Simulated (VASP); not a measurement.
# CaF7 (Fm-3m) in VASP: notebook

The runs below take CaF7 through single point, relaxation of cell and atoms, with PBE.

All numbers are computed with VASP 6.6.1; they aren't measurements. Logs are shortened: lines on timing, memory, paths and dates and some standing lists are left out, and cuts for length are marked.

## 1. The cell of the first run

The structure is cubic, space group Fm-3m (No. 225). The conventional cell has a = 7.098 Å, b = 7.098 Å, c = 7.098 Å, α = 90.00°, β = 90.00°, γ = 90.00°. Within 3.3 Å of Ca (site symmetry m-3m) lie 12 F at 2.51 Å. Within 3.3 Å of F (site symmetry mmm) lie 2 Ca at 2.51 Å and 10 F at 2.51 Å. F (site symmetry m-3m) has 12 F at 2.51 Å within 3.3 Å.

## 2. Single point, PBE

INCAR

```
PREC = Accurate
ENCUT = 520
EDIFF = 1E-6
ISMEAR = 0
SIGMA = 0.1
LREAL = F
LASPH = T
NELM = 100
ALGO = Normal
ISIF = 2
LWAVE = F
LCHARG = F
GGA = PE
NBANDS = 40
```

KPOINTS

```
regular mesh
0
Gamma
  10 10 10
```

POSCAR

```
CaF7
1.0
    0.0000000000      3.5492293239      3.5492293239
    3.5492293239      0.0000000000      3.5492293239
    3.5492293239      3.5492293239      0.0000000000
Ca F
1 7
Direct
    0.0000000000      0.0000000000      0.0000000000
    0.5000000000      0.0000000000      0.0000000000
    0.0000000000      0.5000000000      0.5000000000
    0.0000000000      0.5000000000      0.0000000000
    0.5000000000      0.0000000000      0.5000000000
    0.0000000000      0.0000000000      0.5000000000
    0.5000000000      0.5000000000      0.0000000000
    0.5000000000      0.5000000000      0.5000000000
```

Potentials or basis: VASP PAW PBE potentials, release 64 (Ca_sv, F).

Run with:

```bash
> cat potpaw_PBE.64/Ca_sv/POTCAR potpaw_PBE.64/F/POTCAR > POTCAR
> mpirun -np 1 vasp_std > vasp.out
```

OUTCAR:

```text
PREC = Accurate
   ENCUT = 520
   EDIFF = 1E-6
   ISMEAR = 0
   LREAL = F
   LASPH = T
   NELM = 100
   ISIF = 2
   GGA = PE

 ion  position               nearest neighbor table
   1  0.000  0.000  0.000-   2 2.51   4 2.51   6 2.51   3 2.51   5 2.51   6 2.51   3 2.51   4 2.51
                             7 2.51   2 2.51   5 2.51   7 2.51
   2  0.500  0.000  0.000-   1 2.51   1 2.51
   3  0.000  0.500  0.500-   1 2.51   1 2.51
   4  0.000  0.500  0.000-   1 2.51   1 2.51
   5  0.500  0.000  0.500-   1 2.51   1 2.51
   6  0.000  0.000  0.500-   1 2.51   1 2.51
   7  0.500  0.500  0.000-   1 2.51   1 2.51
   8  0.500  0.500  0.500-

  LATTYP: Found a face centered cubic cell.
 ALAT       =     7.0984586478

  Lattice vectors:

 A1 = (   0.0000000000,   3.5492293239,   3.5492293239)
 A2 = (   3.5492293239,   0.0000000000,   3.5492293239)
 A3 = (   3.5492293239,   3.5492293239,   0.0000000000)

Analysis of symmetry for initial positions (statically):
=====================================================================
 Subroutine PRICEL returns:
 Original cell was already a primitive cell.

 Routine SETGRP: Setting up the symmetry group for a
 face centered cubic supercell.

 Subroutine GETGRP returns: Found 48 space group operations
 (whereof 48 operations were pure point group operations)
 out of a pool of 48 trial point group operations.

The static configuration has the point symmetry O_h .

Analysis of symmetry for dynamics (positions and initial velocities):
=====================================================================
 Subroutine PRICEL returns:
 Original cell was already a primitive cell.

 Routine SETGRP: Setting up the symmetry group for a
 face centered cubic supercell.

 Subroutine GETGRP returns: Found 48 space group operations
 (whereof 48 operations were pure point group operations)
 out of a pool of 48 trial point group operations.

The dynamic configuration has the point symmetry O_h .

 Subroutine INISYM returns: Found 48 space group operations
 (whereof 48 operations are pure point group operations),
 and found     1 'primitive' translations

----------------------------------------------------------------------------------------

                                     Primitive cell

  volume of cell :      89.4195

  direct lattice vectors                    reciprocal lattice vectors
     0.000000000  3.549229324  3.549229324    -0.140875653  0.140875653  0.140875653
[... 99 lines left out ...]
   LREAL  =      F    real-space projection
   EDIFFG = 0.1E-04   stopping-criterion for IOM
   NSW    =      0    number of steps for IOM
   IBRION =     -1    ionic relax: 0-MD 1-quasi-New 2-CG
   NFREE  =      0    steps in history (QN), initial steepest desc. (CG)
   ISIF   =      2    stress and relaxation
   ISYM   =      2    0-nonsym 1-usesym 2-fastsym
   POTIM  = 0.5000    time-step for ionic-motion
   TEBEG  =    0.0;   TEEND  =   0.0 temperature during run
   PSTRESS=    0.0 pullay stress
   NELECT =      59.0000    total number of electrons
   NUPDOWN=      -1.0000    fix difference up-down
   EMIN   =  10.00;   EMAX   =-10.00  energy-range for DOS
   EFERMI =   0.00;   METHOD = LEGACY
   ISMEAR =     0;   SIGMA  =   0.10  broadening in eV -4-tet -1-fermi 0-gaus
   EFERMI_NEDOS =   21; number of points for ismear=-14 and -15
   IALGO  =     38    algorithm
   IMIX   =      4    mixing-type and parameters
     AMIX     =   0.40;   BMIX     =  1.00
     AMIX_MAG =   1.60;   BMIX_MAG =  1.00
  volume/ion in A,a.u.               =      11.18        75.43
  Fermi-wavevector in a.u.,A,eV,Ry     =   1.425218  2.693272 27.636803  2.031248
  Thomas-Fermi vector in A             =   2.545626
   LORBIT       =      0    0 simple, 1 ext, 2 COOP (PROOUT), +10 PAW based schemes
   GGA     = PE    functional components
   LHFCALC =     F    Hartree Fock is set to
   AEXX    =    0.0000 exact exchange contribution
   IVDW    =     0    specifies the selected vdW correction
   LEPSILON=     F    determine dielectric tensor
   LRPA    =     F    only Hartree local field effects (RPA)
 non-spin polarized calculation
 Gauss-broadening in eV      SIGMA  =   0.10
  energy-cutoff  :      520.00
  volume of cell :       89.42
 maximum number of plane-waves:      2450
 NGX is ok and might be reduce to    40
   NGX = 19   NGY = 19   NGZ = 19

 number of electron      59.0000001 magnetization

 Free energy of the ion-electron system (eV)
  ---------------------------------------------------
  ext. energy  EPLUGINS =         0.00000000
  ---------------------------------------------------
  free energy    TOTEN  =       -21.62113153 eV

  energy without entropy =      -21.52037170  energy(sigma->0) =      -21.57075162

 E-fermi :  -2.2483     XC(G=0): -10.2067

 val. band max:       -2.2496280954   @ k =   0.5000   0.5000   0.0000
 cond. band min:      -2.2469824621   @ k =  -0.4000   0.4000   0.1000
 fundamental gap:      0.0026456333
 Fermi energy:        -2.2483030264

 k-point     1 :       0.0000    0.0000    0.0000
  band No.  band energies     occupation
      1     -38.6550      2.00000
      2     -23.3531      2.00000
      3     -22.2222      2.00000
      4     -22.2222      2.00000
      5     -22.2222      2.00000
      6     -21.9619      2.00000
[... 1021 lines left out ...]
     39      13.3390      0.00000
     40      14.4493      0.00000

 [... further k-points ...]
[... 5 lines left out ...]
  --------------------------------------------------------------------------------------
  -------------------------------------------------------------------------------------
  Total       -0.1795892     -0.1795892     -0.1795892      0.0000000     -0.0000000      0.0000000
  in kB       -3.2177973     -3.2177973     -3.2177973      0.0000000     -0.0000000      0.0000000
  external PRESSURE =      -3.2177973 kB  Pullay stress =       0.0000000 kB

 VOLUME and BASIS-vectors are now :
 -----------------------------------------------------------------------------
  energy-cutoff  :      520.00
  volume of cell :       89.42
      direct lattice vectors                 reciprocal lattice vectors
     0.000000000  3.549229324  3.549229324    -0.140875653  0.140875653  0.140875653
     3.549229324  0.000000000  3.549229324     0.140875653 -0.140875653  0.140875653
     3.549229324  3.549229324  0.000000000     0.140875653  0.140875653 -0.140875653

 POSITION                                       TOTAL-FORCE (eV/Angst)
 -----------------------------------------------------------------------------------
      0.00000      0.00000      0.00000         0.000000      0.000000     -0.000000
      0.00000      1.77461      1.77461        -0.000000      0.000000     -0.000000
      3.54923      1.77461      1.77461        -0.000000      0.000000     -0.000000
      1.77461      0.00000      1.77461         0.000000      0.000000     -0.000000
      1.77461      3.54923      1.77461         0.000000     -0.000000      0.000000
      1.77461      1.77461      0.00000         0.000000     -0.000000      0.000000
      1.77461      1.77461      3.54923        -0.000000      0.000000      0.000000
      3.54923      3.54923      3.54923         0.000000      0.000000     -0.000000
 -----------------------------------------------------------------------------------
    total drift:                                0.000000     -0.000000      0.000000

  FREE ENERGIE OF THE ION-ELECTRON SYSTEM (eV)
  ---------------------------------------------------
  free  energy   TOTEN  =       -21.6211315348 eV

  energy  without entropy=      -21.5203717019  energy(sigma->0) =      -21.57075162
```

Wall time 3.7 min (1 thread of AMD EPYC 9R45 (Zen 5), shared host); peak memory 0.28 GiB.

Results:

* Free energy: -21.6211 eV
* Pressure: -0.3 GPa

Caveat: an odd number of electrons without spin polarisation forces a metal; a magnetic or distorted state may lie lower.

## 3. Relaxation of cell and atoms, PBE

INCAR

```
ALGO = Normal ; EDIFF = 1E-6
EDIFFG = -0.01 ; ENCUT = 600
GGA = PE ; IBRION = 2
ISIF = 3 ; ISMEAR = 0
LASPH = T ; LCHARG = F
LREAL = F ; LWAVE = F
NELM = 100 ; NSW = 100
PREC = Accurate ; SIGMA = 0.1
```

KPOINTS

```
k-points
0
Gamma
  10 10 10
```

POSCAR is that of step 2.

Potentials or basis: VASP PAW PBE potentials, release 64 (Ca_sv, F).

Run with:

```bash
> cat potpaw_PBE.64/Ca_sv/POTCAR potpaw_PBE.64/F/POTCAR > POTCAR
> mpirun -np 1 vasp_std > vasp.out
```

Wall time 3.8 min (1 thread of AMD EPYC 9R45 (Zen 5), shared host); peak memory 0.31 GiB.

Results (log left out):

- Free energy: -21.6259 eV
- Relaxed volume: 11.14 Å³/atom
- Relaxed cell: a = 5.013 Å, b = 5.013 Å, c = 5.013 Å, α = 60.00°, β = 60.00°, γ = 60.00°
- Space group after relaxing (to 0.05 Å): Fm-3m (No. 225)
- Energy gained by relaxing: 0.1 meV/atom
- Ionic steps: 2
- Pressure after relaxing: -0.1 GPa

The path:
```tsv
step	energy change (eV)	largest force (eV/Å)	pressure (GPa)	volume (Å³)
1	0.0000	0.0000	-0.36	89.42
2	-0.0005	0.0000	-0.14	89.09
```

Final structure:
```
Ca F
1.0
     0.00000    3.54492    3.54492
     3.54492    0.00000    3.54492
     3.54492    3.54492    0.00000
Ca F
1 7
Direct
  0.00000 0.00000 0.00000
  0.50000 0.00000 0.00000
  0.00000 0.50000 0.50000
  0.00000 0.50000 0.00000
  0.50000 0.00000 0.50000
  0.00000 0.00000 0.50000
  0.50000 0.50000 0.00000
  0.50000 0.50000 0.50000
```

Levels at points of the mesh, in eV from the Fermi level:
| k point | band 25 | band 26 | band 27 | band 28 | band 29 | band 30 | band 31 | band 32 | band 33 | band 34 |
| --- | --- | --- | --- | --- | --- | --- | --- | --- | --- | --- |
| (0.00, 0.00, 0.00) | 0.03 | 0.03 | 0.03 | 0.11 | 0.11 | 0.37 | 0.37 | 0.37 | 9.03 | 9.03 |
| (0.50, 0.00, 0.00) | -0.61 | -0.38 | -0.38 | -0.28 | 0.05 | 0.05 | 0.25 | 0.25 | 9.37 | 9.37 |
| (0.50, 0.50, 0.00) | -1.11 | -1.01 | -0.19 | -0.19 | -0.03 | -0.03 | 0.00 | 0.09 | 9.60 | 9.63 |

Caveat: an odd number of electrons without spin polarisation forces a metal; a magnetic or distorted state may lie lower.

## 4. Single point, PBE

INCAR

```
SYSTEM = CaF7
PREC = Accurate
ENCUT = 520
EDIFF = 1E-7
ISMEAR = 0
SIGMA = 0.1
LREAL = .False.
LASPH = .True.
NELM = 100
ALGO = Normal
ISIF = 2
LWAVE = .False.
LCHARG = .False.
GGA = PE
NBANDS = 40
```

KPOINTS

```
Automatic mesh
0
Gamma
  10 10 10
  0 0 0
```

POSCAR is that of step 3.

Potentials or basis: VASP PAW PBE potentials, release 64 (Ca_sv, F).

Run with:

```bash
> cat potpaw_PBE.64/Ca_sv/POTCAR potpaw_PBE.64/F/POTCAR > POTCAR
> mpirun -np 1 vasp_std > vasp.out
```

OUTCAR:

```text
SYSTEM = CaF7
   PREC = Accurate
   ENCUT = 520
   EDIFF = 1E-7
   ISMEAR = 0
   LREAL = .False.
   LASPH = .True.
   NELM = 100
   ISIF = 2
   GGA = PE

 ion  position               nearest neighbor table
   1  0.000  0.000  0.000-   2 2.51   4 2.51   6 2.51   3 2.51   5 2.51   6 2.51   3 2.51   4 2.51
                             7 2.51   2 2.51   5 2.51   7 2.51
   2  0.500  0.000  0.000-   1 2.51   1 2.51
   3  0.000  0.500  0.500-   1 2.51   1 2.51
   4  0.000  0.500  0.000-   1 2.51   1 2.51
   5  0.500  0.000  0.500-   1 2.51   1 2.51
   6  0.000  0.000  0.500-   1 2.51   1 2.51
   7  0.500  0.500  0.000-   1 2.51   1 2.51
   8  0.500  0.500  0.500-

  LATTYP: Found a face centered cubic cell.
 ALAT       =     7.0984586478

  Lattice vectors:

 A1 = (   0.0000000000,   3.5492293239,   3.5492293239)
 A2 = (   3.5492293239,   0.0000000000,   3.5492293239)
 A3 = (   3.5492293239,   3.5492293239,   0.0000000000)

Analysis of symmetry for initial positions (statically):
=====================================================================
 Subroutine PRICEL returns:
 Original cell was already a primitive cell.

 Routine SETGRP: Setting up the symmetry group for a
 face centered cubic supercell.

 Subroutine GETGRP returns: Found 48 space group operations
 (whereof 48 operations were pure point group operations)
 out of a pool of 48 trial point group operations.

The static configuration has the point symmetry O_h .

Analysis of symmetry for dynamics (positions and initial velocities):
=====================================================================
 Subroutine PRICEL returns:
 Original cell was already a primitive cell.

 Routine SETGRP: Setting up the symmetry group for a
 face centered cubic supercell.

 Subroutine GETGRP returns: Found 48 space group operations
 (whereof 48 operations were pure point group operations)
 out of a pool of 48 trial point group operations.
[... 131 lines left out ...]
   IMIX   =      4    mixing-type and parameters
     AMIX     =   0.40;   BMIX     =  1.00
     AMIX_MAG =   1.60;   BMIX_MAG =  1.00
  volume/ion in A,a.u.               =      11.18        75.43
  Fermi-wavevector in a.u.,A,eV,Ry     =   1.425218  2.693272 27.636803  2.031248
  Thomas-Fermi vector in A             =   2.545626
   LORBIT       =      0    0 simple, 1 ext, 2 COOP (PROOUT), +10 PAW based schemes
   GGA     = PE    functional components
   LHFCALC =     F    Hartree Fock is set to
   AEXX    =    0.0000 exact exchange contribution
   IVDW    =     0    specifies the selected vdW correction
   LEPSILON=     F    determine dielectric tensor
   LRPA    =     F    only Hartree local field effects (RPA)
 non-spin polarized calculation
 Gauss-broadening in eV      SIGMA  =   0.10
  energy-cutoff  :      520.00
  volume of cell :       89.42
 maximum number of plane-waves:      2450
 NGX is ok and might be reduce to    40
   NGX = 19   NGY = 19   NGZ = 19

 number of electron      59.0000001 magnetization

 Free energy of the ion-electron system (eV)
  ---------------------------------------------------
  ext. energy  EPLUGINS =         0.00000000
  ---------------------------------------------------
  free energy    TOTEN  =       -21.62113132 eV

  energy without entropy =      -21.52039147  energy(sigma->0) =      -21.57076140

 E-fermi :  -2.2483     XC(G=0): -10.2067

 val. band max:       -2.2497640459   @ k =   0.5000   0.5000   0.0000
 cond. band min:      -2.2469897106   @ k =   0.4000   0.4000   0.0000
 fundamental gap:      0.0027743353
 Fermi energy:        -2.2483363060

 k-point     1 :       0.0000    0.0000    0.0000
  band No.  band energies     occupation
      1     -38.6551      2.00000
      2     -23.3530      2.00000
      3     -22.2223      2.00000
      4     -22.2223      2.00000
      5     -22.2223      2.00000
      6     -21.9613      2.00000
[... 1021 lines left out ...]
     39      13.3390      0.00000
     40      14.4493      0.00000

 [... further k-points ...]
[... 5 lines left out ...]
  --------------------------------------------------------------------------------------
  -------------------------------------------------------------------------------------
  Total       -0.1796646     -0.1796646     -0.1796646     -0.0000000      0.0000000      0.0000000
  in kB       -3.2191478     -3.2191478     -3.2191478     -0.0000000      0.0000000      0.0000000
  external PRESSURE =      -3.2191478 kB  Pullay stress =       0.0000000 kB

 VOLUME and BASIS-vectors are now :
 -----------------------------------------------------------------------------
  energy-cutoff  :      520.00
  volume of cell :       89.42
      direct lattice vectors                 reciprocal lattice vectors
     0.000000000  3.549229324  3.549229324    -0.140875653  0.140875653  0.140875653
     3.549229324  0.000000000  3.549229324     0.140875653 -0.140875653  0.140875653
     3.549229324  3.549229324  0.000000000     0.140875653  0.140875653 -0.140875653

 POSITION                                       TOTAL-FORCE (eV/Angst)
 -----------------------------------------------------------------------------------
      0.00000      0.00000      0.00000         0.000000      0.000000      0.000000
      0.00000      1.77461      1.77461        -0.000000      0.000000      0.000000
      3.54923      1.77461      1.77461         0.000000      0.000000      0.000000
      1.77461      0.00000      1.77461        -0.000000     -0.000000      0.000000
      1.77461      3.54923      1.77461         0.000000      0.000000     -0.000000
      1.77461      1.77461      0.00000        -0.000000     -0.000000     -0.000000
      1.77461      1.77461      3.54923        -0.000000      0.000000      0.000000
      3.54923      3.54923      3.54923         0.000000     -0.000000      0.000000
 -----------------------------------------------------------------------------------
    total drift:                                0.000000     -0.000000      0.000000

  FREE ENERGIE OF THE ION-ELECTRON SYSTEM (eV)
  ---------------------------------------------------
  free  energy   TOTEN  =       -21.6211313208 eV

  energy  without entropy=      -21.5203914732  energy(sigma->0) =      -21.57076140
```

Run time: 3.7 min. Hardware: 1 thread of AMD EPYC 9R45 (Zen 5), shared host; peak memory 0.28 GiB.

What came out:

```
Free energy : -21.6211 eV
Pressure    : -0.3 GPa
```

Levels at points of the mesh, in eV from the Fermi level:
```
           k point  band 27  band 28  band 29  band 30  band 31  band 32
(0.00, 0.00, 0.00)     0.03     0.10     0.10     0.36     0.36     0.36
(0.50, 0.00, 0.00)    -0.38    -0.28     0.05     0.05     0.25     0.25
(0.50, 0.50, 0.00)    -0.19    -0.19    -0.03    -0.03     0.00     0.09
```

Caveat: an odd number of electrons without spin polarisation forces a metal; a magnetic or distorted state may lie lower.
